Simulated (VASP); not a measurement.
Here is a VASP 6.6.1 calculation.

POSCAR

```
C
1.0
    0.0000000000      1.7833700000      1.7833700000
    1.7833700000      0.0000000000      1.7833700000
    1.7833700000      1.7833700000      0.0000000000
C
2
Direct
    0.7500000000      0.7500000000      0.7500000000
    0.5000000000      0.5000000000      0.5000000000
```

INCAR.step1

```
SYSTEM = C
PREC = Accurate
ENCUT = 520
EDIFF = 1E-5
ISMEAR = -1
SIGMA = 0.05
LREAL = .FALSE.
LASPH = .TRUE.
NELM = 100
ALGO = Normal
ISIF = 2
LWAVE = .TRUE.
LCHARG = .FALSE.
NBANDS = 11
GGA = PE
```

INCAR.step2

```
SYSTEM = C
PREC = Accurate
ENCUT = 520
EDIFF = 1E-6
ISMEAR = -1
SIGMA = 0.05
LREAL = .FALSE.
LASPH = .TRUE.
NELM = 100
ALGO = Normal
ISIF = 2
LWAVE = .FALSE.
LCHARG = .FALSE.
GGA = PE
LHFCALC = .TRUE.
AEXX = 0.1
PRECFOCK = Normal
NBANDS = 11
ISTART = 1
```

The input KPOINTS:

```
Automatic mesh
0
G
  6 6 6
  0 0 0
```

Potentials or basis: VASP PAW PBE potentials, release 64 (C).

The run is started by

```bash
$ cat potpaw_PBE.64/C/POTCAR > POTCAR
$ cp INCAR.step1 INCAR
$ mpirun -np 1 vasp_std > vasp.out
$ cp INCAR.step2 INCAR
$ mpirun -np 1 vasp_std > vasp.out
```

**Question.** Estimate the band gap on the k mesh.

**Answer.** 4.93 eV, indirect (least direct gap 6.44 eV).

**Question.** Estimate the pressure.

**Answer.** -1.6 GPa.

Caveat: the k points lie up to 0.51 Å⁻¹ apart; the PAW data sets were made with another functional, which shifts forces and pressure a little. A k mesh can miss the band edges.
